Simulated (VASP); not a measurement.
# HC12 (a cell with a defect) in VASP: notebook

The runs below take HC12 (a cell with a defect) through single point, with LDA.

All numbers are computed with VASP 6.6.1; they aren't measurements. Logs are shortened: lines on timing, memory, paths and dates and some standing lists are left out, and cuts for length are marked.

## 1. The cell of the first run

The cell holds a defect, 13 atoms: a = 4.325 Å, b = 4.325 Å, c = 4.325 Å, α = 80.41°, β = 70.53°, γ = 60.00°.

## 2. Single point, LDA

File INCAR:

```
SYSTEM = HC12
  PREC = Accurate
  ENCUT = 520
  EDIFF = 1E-7
  ISMEAR = 0
  SIGMA = 0.05
  LREAL = .False.
  LASPH = .True.
  NELM = 100
  ALGO = Normal
  ISIF = 2
  LWAVE = .False.
  LCHARG = .False.
  GGA = CA
  NELECT = 48.0
  NBANDS = 36
```

File KPOINTS:

```
regular mesh
0
Gamma
  6 6 6
  0 0 0
```

File POSCAR:

```
HC12
1.0
    1.7657489870     -3.5314979740     -1.7657489870
    3.5314979740     -1.7657489870      1.7657489870
   -1.7657489870     -3.5314979740      1.7657489870
C H
12 1
Direct
    0.2500000000      1.0000000000      0.2500000000
    0.0833333333      0.3333333333      0.7500000000
    0.9166666667      0.6666666667      0.2500000000
    0.7500000000      1.0000000000      0.7500000000
    0.5833333333      0.3333333333      0.2500000000
    0.4166666667      0.6666666667      0.7500000000
    0.9583333333      0.3333333333      0.1250000000
    0.7916666667      0.6666666667      0.6250000000
    0.6250000000      1.0000000000      0.1250000000
    0.4583333333      0.3333333333      0.6250000000
    0.2916666667      0.6666666667      0.1250000000
    0.1250000000      1.0000000000      0.6250000000
    1.0833333333      0.3333333333      0.2500000000
```

Potentials or basis: VASP PAW LDA potentials, release 64 (C, H).

Run with:

```bash
> cat potpaw_LDA.64/C/POTCAR potpaw_LDA.64/H/POTCAR > POTCAR
> mpirun -np 1 vasp_std > vasp.out
```

OUTCAR:

```text
SYSTEM = HC12
   PREC = Accurate
   ENCUT = 520
   EDIFF = 1E-7
   ISMEAR = 0
   LREAL = .False.
   LASPH = .True.
   NELM = 100
   ISIF = 2
   GGA = CA
   NELECT = 48.0

 ion  position               nearest neighbor table
   1  0.250  0.000  0.250-  13 1.25  11 1.53   7 1.53  12 1.53   9 1.53
   2  0.083  0.333  0.750-  12 1.53   8 1.53  10 1.53   7 1.53
   3  0.917  0.667  0.250-  13 1.25   9 1.53  11 1.53   8 1.53   7 1.53
   4  0.750  0.000  0.750-   8 1.53   9 1.53  10 1.53  12 1.53
   5  0.583  0.333  0.250-   9 1.53   7 1.53  10 1.53  11 1.53
   6  0.417  0.667  0.750-   8 1.53  11 1.53  12 1.53  10 1.53
   7  0.958  0.333  0.125-  13 0.88   2 1.53   5 1.53   1 1.53   3 1.53
   8  0.792  0.667  0.625-   4 1.53   3 1.53   2 1.53   6 1.53
   9  0.625  0.000  0.125-   5 1.53   3 1.53   4 1.53   1 1.53
  10  0.458  0.333  0.625-   2 1.53   4 1.53   5 1.53   6 1.53
  11  0.292  0.667  0.125-   1 1.53   3 1.53   5 1.53   6 1.53
  12  0.125  0.000  0.625-   2 1.53   1 1.53   4 1.53   6 1.53
  13  0.083  0.333  0.250-   7 0.88   1 1.25   3 1.25

  LATTYP: Found a base centered monoclinic cell.
 ALAT       =     4.3251840320
 B/A-ratio  =     1.7320508076
 C/A-ratio  =     1.0000000000
 COS(beta)  =    -0.3333333333

  Lattice vectors:

 A1 = (   1.7657489870,   1.7657489870,   3.5314979740)
 A2 = (  -3.5314979740,   1.7657489870,  -1.7657489870)
 A3 = (  -1.7657489870,  -3.5314979740,   1.7657489870)

Analysis of symmetry for initial positions (statically):
=====================================================================
 Subroutine PRICEL returns:
 Original cell was already a primitive cell.

 Routine SETGRP: Setting up the symmetry group for a
 base centered monoclinic supercell.

 Subroutine GETGRP returns: Found  2 space group operations
 (whereof  1 operations were pure point group operations)
 out of a pool of  4 trial point group operations.

The static configuration has the point symmetry C_1 .
 The point group associated with its full space group is C_1h.

Analysis of symmetry for dynamics (positions and initial velocities):
=====================================================================
 Subroutine PRICEL returns:
 Original cell was already a primitive cell.

 Routine SETGRP: Setting up the symmetry group for a
 base centered monoclinic supercell.

 Subroutine GETGRP returns: Found  2 space group operations
 (whereof  1 operations were pure point group operations)
 out of a pool of  4 trial point group operations.

The dynamic configuration has the point symmetry C_1 .
 The point group associated with its full space group is C_1h.

 Subroutine INISYM returns: Found  2 space group operations
 (whereof  1 operations are pure point group operations),
 and found     1 'primitive' translations

----------------------------------------------------------------------------------------

                                     Primitive cell

  volume of cell :      66.0645

  direct lattice vectors                    reciprocal lattice vectors
     1.765748987 -3.531497974 -1.765748987     0.047194326 -0.141582978 -0.235971630
     3.531497974 -1.765748987  1.765748987     0.188777304  0.000000000  0.188777304
    -1.765748987 -3.531497974  1.765748987    -0.141582978 -0.141582978  0.141582978

  length of vectors
     4.325184032  4.325184032  4.325184032     0.279205398  0.266971424  0.245228911

  position of ions in fractional coordinates (direct lattice)
     0.250000000  0.000000000  0.250000000
     0.083333333  0.333333333  0.750000000
     0.916666667  0.666666667  0.250000000
     0.750000000  0.000000000  0.750000000
     0.583333333  0.333333333  0.250000000
     0.416666667  0.666666667  0.750000000
     0.958333333  0.333333333  0.125000000
     0.791666667  0.666666667  0.625000000
     0.625000000  0.000000000  0.125000000
     0.458333333  0.333333333  0.625000000
     0.291666667  0.666666667  0.125000000
     0.125000000  0.000000000  0.625000000
     0.083333333  0.333333333  0.250000000

  ion indices of the primitive-cell ions
   primitive index   ion index
                 1           1
                 2           2
                 3           3
                 4           4
                 5           5
                 6           6
                 7           7
                 8           8
                 9           9
                10          10
                11          11
                12          12
                13          13

----------------------------------------------------------------------------------------

 KPOINTS: regular mesh

Automatic generation of k-mesh.
 Grid dimensions read from file:
 generate k-points for:    6    6    6

 Generating k-lattice:

  Cartesian coordinates                     Fractional coordinates (reciprocal lattice)
     0.007865721 -0.023597163 -0.039328605     0.166666667 -0.000000000 -0.000000000
     0.031462884  0.000000000  0.031462884     0.000000000  0.166666667  0.000000000
    -0.023597163 -0.023597163  0.023597163     0.000000000  0.000000000  0.166666667

  Length of vectors
     0.046534233  0.044495237  0.040871485

  Shift w.r.t. Gamma in fractional coordinates (k-lattice)
     0.000000000  0.000000000  0.000000000

 Subroutine IBZKPT returns following result:
 ===========================================

 Found     68 irreducible k-points:

 Following reciprocal coordinates:
            Coordinates               Weight
  0.000000  0.000000  0.000000      1.000000
  0.166667  0.000000  0.000000      4.000000
  0.333333 -0.000000  0.000000      4.000000
  0.500000 -0.000000  0.000000      2.000000
  0.000000  0.166667  0.000000      2.000000
  0.333333  0.166667  0.000000      2.000000
[... 16 lines left out ...]
 -0.333333  0.166667  0.166667      4.000000
 -0.166667  0.166667  0.166667      4.000000
 [... further k-points ...]
   k-points           NKPTS =     68   k-points in BZ     NKDIM =     68   number of bands    NBANDS=     36
   number of dos      NEDOS =    301   number of ions     NIONS =     13
   total plane-waves  NPLWV =  32768
   dimension x,y,z NGX =    32 NGY =   32 NGZ =   32
   dimension x,y,z NGXF=    64 NGYF=   64 NGZF=   64
   ions per type =              12   1
   NGX,Y,Z   is equivalent  to a cutoff of  12.30, 12.30, 12.30 a.u.
   NGXF,Y,Z  is equivalent  to a cutoff of  24.60, 24.60, 24.60 a.u.
 SYSTEM =  HC12
   PREC   = accura    normal or accurate (medium, high low for compatibility)
   ISTART =      0    job   : 0-new  1-cont  2-samecut
   ICHARG =      2    charge: 1-file 2-atom 10-const
   ISPIN  =      1    spin polarized calculation?
   LNONCOLLINEAR =      F non collinear calculations
   LSORBIT =      F    spin-orbit coupling
   LASPH  =      T    aspherical Exc in radial PAW
   ENCUT  =  520.0 eV  38.22 Ry    6.18 a.u.   8.04  8.04  8.04*2*pi/ulx,y,z
   NELM   =    100;   NELMIN=  2; NELMDL= -5     # of ELM steps
   EDIFF  = 0.1E-06   stopping-criterion for ELM
   LREAL  =      F    real-space projection
   EDIFFG = 0.1E-05   stopping-criterion for IOM
   NSW    =      0    number of steps for IOM
   IBRION =     -1    ionic relax: 0-MD 1-quasi-New 2-CG
   NFREE  =      0    steps in history (QN), initial steepest desc. (CG)
   ISIF   =      2    stress and relaxation
   ISYM   =      2    0-nonsym 1-usesym 2-fastsym
   POTIM  = 0.5000    time-step for ionic-motion
   TEBEG  =    0.0;   TEEND  =   0.0 temperature during run
   PSTRESS=    0.0 pullay stress
   NELECT =      48.0000    total number of electrons
   NUPDOWN=      -1.0000    fix difference up-down
   EMIN   =  10.00;   EMAX   =-10.00  energy-range for DOS
   EFERMI =   0.00;   METHOD = LEGACY
   ISMEAR =     0;   SIGMA  =   0.05  broadening in eV -4-tet -1-fermi 0-gaus
   EFERMI_NEDOS =   21; number of points for ismear=-14 and -15
   IALGO  =     38    algorithm
   IMIX   =      4    mixing-type and parameters
     AMIX     =   0.40;   BMIX     =  1.00
     AMIX_MAG =   1.60;   BMIX_MAG =  1.00
  volume/ion in A,a.u.               =       5.08        34.29
  Fermi-wavevector in a.u.,A,eV,Ry     =   1.471745  2.781195 29.470667  2.166033
  Thomas-Fermi vector in A             =   2.586844
   LORBIT       =      0    0 simple, 1 ext, 2 COOP (PROOUT), +10 PAW based schemes
   GGA     = CA    functional components
   LHFCALC =     F    Hartree Fock is set to
   AEXX    =    0.0000 exact exchange contribution
   IVDW    =     0    specifies the selected vdW correction
   LEPSILON=     F    determine dielectric tensor
   LRPA    =     F    only Hartree local field effects (RPA)
 non-spin polarized calculation
 Gauss-broadening in eV      SIGMA  =   0.05
  energy-cutoff  :      520.00
  volume of cell :       66.06
 maximum number of plane-waves:      1807
   NGX = 17   NGY = 17   NGZ = 17

 number of electron      47.9999999 magnetization

 Free energy of the ion-electron system (eV)
  ---------------------------------------------------
  ext. energy  EPLUGINS =         0.00000000
  ---------------------------------------------------
  free energy    TOTEN  =      -130.02489366 eV

  energy without entropy =     -130.02489366  energy(sigma->0) =     -130.02489366

 E-fermi :  10.6342     XC(G=0): -13.6384

 val. band max:       10.3542283835   @ k =   0.0000   0.0000   0.0000
 cond. band min:      13.6436335655   @ k =   0.3333  -0.3333   0.3333
 fundamental gap:      3.2894051820
 Fermi energy:        10.6342438134

 k-point     1 :       0.0000    0.0000    0.0000
  band No.  band energies     occupation
      1     -12.5427      2.00000
      2      -7.6140      2.00000
      3      -4.7033      2.00000
      4      -4.2804      2.00000
      5      -3.6335      2.00000
      6      -3.3991      2.00000
[... 28 lines left out ...]
     35      20.2851      0.00000
     36      20.6716      0.00000
[... 866 lines left out ...]
      6      -3.1845      2.00000
[... 28 lines left out ...]
     35      20.0314      0.00000
     36      20.1995      0.00000

 [... further k-points ...]
[... 5 lines left out ...]
  --------------------------------------------------------------------------------------
  -------------------------------------------------------------------------------------
  Total       -7.0947071      2.4252318     -7.0947071     -0.0873014      0.0873011      3.3579081
  in kB     -172.0588072     58.8160283   -172.0588072     -2.1172074      2.1172022     81.4350273
  external PRESSURE =     -95.1005287 kB  Pullay stress =       0.0000000 kB

 VOLUME and BASIS-vectors are now :
 -----------------------------------------------------------------------------
  energy-cutoff  :      520.00
  volume of cell :       66.06
      direct lattice vectors                 reciprocal lattice vectors
     1.765748987 -3.531497974 -1.765748987     0.047194326 -0.141582978 -0.235971630
     3.531497974 -1.765748987  1.765748987     0.188777304  0.000000000  0.188777304
    -1.765748987 -3.531497974  1.765748987    -0.141582978 -0.141582978  0.141582978

 POSITION                                       TOTAL-FORCE (eV/Angst)
 -----------------------------------------------------------------------------------
      0.00000     -1.76575      0.00000        -3.218760     -1.353436     -2.790028
     -0.00000     -3.53150      1.76575         0.449873     -0.328721     -0.449873
      3.53150     -5.29725     -0.00000         2.790028     -1.353436      3.218760
      0.00000     -5.29725      0.00000         0.202171      0.282591     -0.218521
      1.76575     -3.53150      0.00000        -0.444552     -0.902550      0.444552
      1.76575     -5.29725      1.76575         0.218521      0.282591     -0.202171
      2.64862     -4.41437     -0.88287         0.144487     17.866126     -0.144487
      2.64862     -6.18012      0.88287        -0.439081     -0.370361      0.599490
      0.88287     -2.64862     -0.88287         0.306384      0.457450     -0.769350
      0.88287     -4.41437      0.88287        -0.127019     -0.240548      0.127019
      2.64862     -2.64862      0.88287         0.769350      0.457450     -0.306384
     -0.88287     -2.64862      0.88287        -0.599490     -0.370361      0.439081
      0.88287     -1.76575      0.88287        -0.051912    -14.426797      0.051912
 -----------------------------------------------------------------------------------
    total drift:                                0.000013      0.000142     -0.000020

  FREE ENERGIE OF THE ION-ELECTRON SYSTEM (eV)
  ---------------------------------------------------
  free  energy   TOTEN  =      -130.0248936560 eV

  energy  without entropy=     -130.0248936560  energy(sigma->0) =     -130.02489366
```

Run time: 66 s. Hardware: 1 thread of Intel Xeon Platinum 8559C (Emerald Rapids), shared host; peak memory 0.22 GiB.

What came out:

- Free energy: -130.0249 eV
- Largest force: 17.867 eV/Å

Forces in eV/Å, atoms in the order of the input:
```
C    -3.219  -1.353  -2.790
C     0.450  -0.329  -0.450
C     2.790  -1.353   3.219
C     0.202   0.283  -0.219
C    -0.445  -0.903   0.445
C     0.219   0.283  -0.202
C     0.144  17.866  -0.144
C    -0.439  -0.370   0.599
C     0.306   0.457  -0.769
C    -0.127  -0.241   0.127
C     0.769   0.457  -0.306
C    -0.599  -0.370   0.439
H    -0.052 -14.427   0.052
```

Levels at points of the mesh, in eV from the Fermi level:
```tsv
k point	band 22	band 23	band 24	band 25	band 26	band 27
(0.00, 0.00, 0.00)	-0.59	-0.41	-0.28	4.01	5.05	5.10
(0.50, 0.00, 0.00)	-4.49	-2.77	-2.19	4.98	5.45	6.24
(0.00, 0.50, 0.00)	-3.24	-1.71	-1.69	3.02	4.47	6.82
(0.00, 0.00, 0.50)	-2.85	-1.68	-1.68	5.19	6.05	6.46
(0.50, 0.00, 0.50)	-3.68	-3.24	-3.16	4.10	4.26	4.88
(0.00, 0.50, 0.50)	-4.51	-4.13	-4.11	3.57	5.37	5.99
```

Caveat: the cell carries a net charge on a neutralising background, which shifts energy and pressure; the cell is charged against a uniform background, so pressure and absolute levels hang on convention.

## 3. Single point, LDA

File INCAR:

```
ALGO     = Normal         # electronic algorithm
EDIFF    = 1E-7           # SCF threshold, eV
ENCUT    = 520            # plane-wave cutoff, eV
GGA      = CA             # functional
ISIF     = 2              # what is computed and relaxed
ISMEAR   = 0              # smearing method
LASPH    = T              # aspherical terms in the spheres
LCHARG   = F              # write CHGCAR
LREAL    = F              # projectors in reciprocal space
LWAVE    = F              # write WAVECAR
NBANDS   = 36             # bands
NELECT   = 48.0         
NELM     = 100            # most SCF steps
PREC     = Accurate       # precision mode
SIGMA    = 0.05           # smearing width, eV
```

File KPOINTS:

```
k-points
0
Gamma
  6 6 6
```

Changes to POSCAR since step 2:

```diff
@@ -20,2 +20,2 @@
     0.1250000000      1.0000000000      0.6250000000
-    1.0833333333      0.3333333333      0.2500000000
+    1.2500000000      0.3333333333      0.4166666667
```

Potentials or basis: VASP PAW LDA potentials, release 64 (C, H).

Run with:

```bash
> cat potpaw_LDA.64/C/POTCAR potpaw_LDA.64/H/POTCAR > POTCAR
> mpirun -np 1 vasp_std > vasp.out
```

Run time: 100 s. Hardware: 1 thread of Intel Xeon 6975P-C (Granite Rapids), shared host; peak memory 0.22 GiB.

Results (log left out):

```yaml
Free_energy: -131.5559 eV
Largest_force: 1.785 eV/Å
```

Forces on the atoms (eV/Å):
```
C   -0.417  0.638 -0.370
C   -1.128  0.091  1.128
C    0.370  0.638  0.417
C   -0.032  0.094 -0.090
C    1.132  0.077 -1.132
C    0.090  0.094  0.032
C    0.026 -0.225 -0.026
C    0.005  0.275  0.839
C   -0.010  0.409 -0.842
C   -0.022 -1.784  0.022
C    0.842  0.409  0.010
C   -0.839  0.275 -0.005
H   -0.017 -0.992  0.017
```

Levels at points of the mesh, in eV from the Fermi level:
| k point | band 22 | band 23 | band 24 | band 25 | band 26 | band 27 |
| --- | --- | --- | --- | --- | --- | --- |
| (0.00, 0.00, 0.00) | -0.36 | -0.36 | -0.31 | 2.65 | 5.15 | 5.29 |
| (0.50, 0.00, 0.00) | -4.57 | -2.43 | -2.35 | 2.89 | 5.78 | 6.38 |
| (0.00, 0.50, 0.00) | -3.17 | -1.96 | -1.58 | 1.79 | 4.47 | 6.75 |
| (0.00, 0.00, 0.50) | -2.15 | -2.07 | -2.05 | 3.23 | 6.77 | 6.82 |
| (0.50, 0.00, 0.50) | -3.65 | -3.17 | -3.14 | 1.46 | 4.43 | 5.21 |
| (0.00, 0.50, 0.50) | -4.47 | -4.34 | -4.23 | 2.41 | 5.81 | 5.91 |

Caveat: the cell carries a net charge on a neutralising background, which shifts energy and pressure; the cell is charged against a uniform background, so pressure and absolute levels hang on convention.
